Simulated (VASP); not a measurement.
Input of a VASP 6.6.1 run:

POSCAR

```
MgS
1.0
    4.0346224100      0.0000000000      0.0000000000
   -2.0173112000      3.4940855000      0.0000000000
    0.0000000000      0.0000000000      6.4322941800
Mg S
2 2
Direct
    0.6666666667      0.3333333333      0.4957548500
    0.3333333333      0.6666666667      0.9957548500
    0.3333333333      0.6666666667      0.3792441500
    0.6666666667      0.3333333333      0.8792441500
```

Contents of INCAR.step1:

```
SYSTEM = MgS
PREC = Accurate
ENCUT = 660
ISMEAR = 0
SIGMA = 0.02
LREAL = .False.
LASPH = .True.
NELM = 120
NBANDS = 16
GGA = PE
ALGO = Normal
EDIFF = 1E-5
LWAVE = .True.
LCHARG = .False.
GGA_COMPAT = .False.
```

File INCAR.step2:

```
SYSTEM = MgS
PREC = Accurate
ENCUT = 660
EDIFF = 1E-6
ISMEAR = 0
SIGMA = 0.02
LREAL = .False.
LASPH = .True.
NELM = 120
ALGO = Normal
ISIF = 2
LWAVE = .False.
LCHARG = .True.
METAGGA = R2SCAN
LMIXTAU = .True.
LELF = .True.
LVHAR = .True.
NBANDS = 16
ISTART = 1
GGA_COMPAT = .False.
```

File KPOINTS:

```
Automatic mesh
0
Gamma
  6 6 4
  0 0 0
```

Potentials or basis: VASP PAW PBE potentials, release 64 (Mg, S).

Command:

```console
$ cat potpaw_PBE.64/Mg/POTCAR potpaw_PBE.64/S/POTCAR > POTCAR
$ cp INCAR.step1 INCAR
$ mpirun -np 1 vasp_std > vasp.out
$ cp INCAR.step2 INCAR
$ mpirun -np 1 vasp_std > vasp.out
```

(1) Estimate the band gap on the k mesh.

(2) Estimate the pressure.

## Answers

(1) 4.10 eV.

(2) -0.2 GPa.

Caveat: the PAW data sets were made with another functional, which shifts forces and pressure a little.
